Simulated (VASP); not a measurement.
V, 2 atoms in the cell. It takes space group P6_3/mmc (No. 194, hexagonal). The conventional cell has a = 2.568 Å, b = 2.568 Å, c = 4.663 Å, α = 90.00°, β = 90.00°, γ = 120.00°. Within 3.4 Å of V (site symmetry -6m2) lie 12 V at 2.57 to 2.76 Å. 

* Program: VASP 6.6.1
* Task: single point
* Functional: PBEsol
* Potentials or basis: VASP PAW PBE potentials, release 64 (V_sv)
* Cutoff: 520 eV
* k mesh: 12 × 12 × 4
* Occupations: gaussian, width 0.1 eV
* Spin: collinear spin, ferromagnetic start
* Starting moments: [0.24, 0.24] μB
* Dipole correction: no
* Further INCAR settings: ALGO = Normal; EDIFF = 1e-06; NBANDS = 24

Potentials or basis: VASP PAW PBE potentials, release 64 (V_sv).

Command:

```console
$ cat potpaw_PBE.64/V_sv/POTCAR > POTCAR
$ mpirun -np 1 vasp_std > vasp.out
```

Hardware: 1 thread of Intel(R) Xeon(R) Platinum 8259CL CPU @ 2.50GHz (Skylake/Cascade Lake), with other jobs on the host.

Problem. How long does it take, and how much memory?

Solution. It took 57 s on 1 thread of Intel(R) Xeon(R) Platinum 8259CL CPU @ 2.50GHz (Skylake/Cascade Lake) (shared host), peak memory 0.18 GiB. Counts: scf iterations 13, k points 57.
